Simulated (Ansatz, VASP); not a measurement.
Re: VASP beside Ansatz

The input INCAR:

```
PREC = Accurate
ENCUT = 520
EDIFF = 1E-6
ISMEAR = -1
SIGMA = 0.1
LREAL = F
LASPH = T
NELM = 60
ALGO = Normal
ISIF = 2
LWAVE = F
LCHARG = F
GGA = PE
NBANDS = 14
```

Contents of KPOINTS:

```
regular mesh
0
Gamma
  16 16 16
```

File POSCAR:

```
Re
1.0
    0.0000000000      2.8994027923      2.8994027923
    2.8994027923      0.0000000000      2.8994027923
    2.8994027923      2.8994027923      0.0000000000
Re
2
Direct
    0.1250000000      0.1250000000      0.1250000000
    0.8750000000      0.8750000000      0.8750000000
```

Input for Ansatz:

```yaml
crystal:
  lattice:
    - [0.0, 2.8994027923, 2.8994027923]
    - [2.8994027923, 0.0, 2.8994027923]
    - [2.8994027923, 2.8994027923, 0.0]
  atoms:
    - { symbol: Re, position: [0.125, 0.125, 0.125] }
    - { symbol: Re, position: [0.875, 0.875, 0.875] }
hamiltonian:
  xc: pbe
  pseudopotentials:
    kind: paw
    azcp:
      Re: "pseudopotentials/Re.paw.azcp"
basis:
  ecutwfc: 420
  fft_grid_basis: typed
kpoints:
  mp_grid: { grid: [16, 16, 16], shift: [0, 0, 0] }
magnetization:
  spin_polarized: false
scf:
  occupations: { method: fermi_dirac, width: 0.1 }
output:
  stress: true
```

Alike in both runs: task single point; functional PBE; k mesh 16 × 16 × 16; occupations fermi-dirac, width 0.1 eV; no spin polarisation.

|  | VASP | Ansatz |
| --- | --- | --- |
| version | VASP 6.6.1 | Ansatz 0.2.0 |
| potentials or method | VASP PAW PBE potentials, release 64 (Re), cutoff 520 eV | plane waves (420 eV) with PAW, scalar-relativistic |
| valence electrons in the cell | 14 | 30 |

|  | VASP | Ansatz | Ansatz less VASP |
| --- | --- | --- | --- |
| pressure (GPa) | -12.8 | -11.6 | +1.24 |

The functional is the same, so the differences come from potentials, cutoffs and numerics. VASP's potentials hold 14 valence electrons a cell and Ansatz's 30, so a difference there can come from the potentials and not from the codes.

Spin-orbit coupling is off throughout.
